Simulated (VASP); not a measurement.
GaN, 4 atoms in the cell. It takes space group P6_3mc (No. 186, hexagonal). The conventional cell has a = 3.368 Å, b = 3.368 Å, c = 5.162 Å, α = 90.00°, β = 90.00°, γ = 120.00°. Within 2.2 Å of Ga (site symmetry 3m) lie 4 N at 1.64 to 2.16 Å. Within 2.2 Å of N (site symmetry 3m) lie 4 Ga at 1.64 to 2.16 Å.  This cell differs from its parent crystal: strained and its atoms moved.

```yaml
Program: VASP 6.6.1
Task: single point
Functional: PBE
Potentials_or_basis: VASP PAW PBE potentials, release 64 (Ga_d, N)
Cutoff: 520 eV
k_mesh: 12 × 12 × 6
Occupations: gaussian, width 0.02 eV
Spin: no spin polarisation
Dipole_correction: no
Further_INCAR_settings: ALGO = Normal; EDIFF = 1e-07; NBANDS = 26
```

Potentials or basis: VASP PAW PBE potentials, release 64 (Ga_d, N).

Command:

```console
$ cat potpaw_PBE.64/Ga_d/POTCAR potpaw_PBE.64/N/POTCAR > POTCAR
$ mpirun -np 1 vasp_std > vasp.out
```

Hardware: 1 thread of Intel(R) Xeon(R) 6975P-C (Granite Rapids) (shared host).

Problem. How long does it take, and how much memory?

Solution. It took 48 s on 1 thread of Intel(R) Xeon(R) 6975P-C (Granite Rapids) (shared host), peak memory 0.22 GiB. Counts: scf iterations 15, k points 76.
